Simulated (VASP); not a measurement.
Runs of VASP 6.6.1 on PbS. The structure is that of space group P-6m2 (No. 187), or close to it. The cells are those of the table. 

```csv
cell,gap on the mesh (eV),pressure (GPa)
"a = 4.090, b = 4.090, c = 3.731 Å, angles 90.0, 90.0, 120.0°, 2 atoms",none,(b)
"a = 4.090, b = 4.090, c = 3.902 Å, angles 90.0, 90.0, 120.0°, 2 atoms",none,-4.6
"a = 4.090, b = 4.090, c = 3.675 Å, angles 90.0, 90.0, 120.0°, 2 atoms",none,-1.1
"a = 4.090, b = 4.090, c = 3.845 Å, angles 90.0, 90.0, 120.0°, 2 atoms",none,-3.8
"a = 4.090, b = 4.090, c = 3.788 Å, angles 90.0, 90.0, 120.0°, 2 atoms",none,(a)
```

Alike in all rows: task single point; level PBEsol; potentials or basis VASP PAW PBE potentials, release 64 (Pb_d, S); no spin polarisation; k mesh 6 × 6 × 6; cutoff (eV) 500; smearing gaussian 0.02 eV.

Q: Estimate the missing entries.

A: (a) -3.0; (b) -2.1.

Caveats: the PAW data sets were made with another functional, which shifts forces and pressure a little; spin-orbit coupling is left out, which moves the levels of the heavy elements.

A k mesh can miss the band edges, and the runs leave out spin-orbit coupling on Pb.

A gap of «none» marks levels without a gap at the run's occupations.
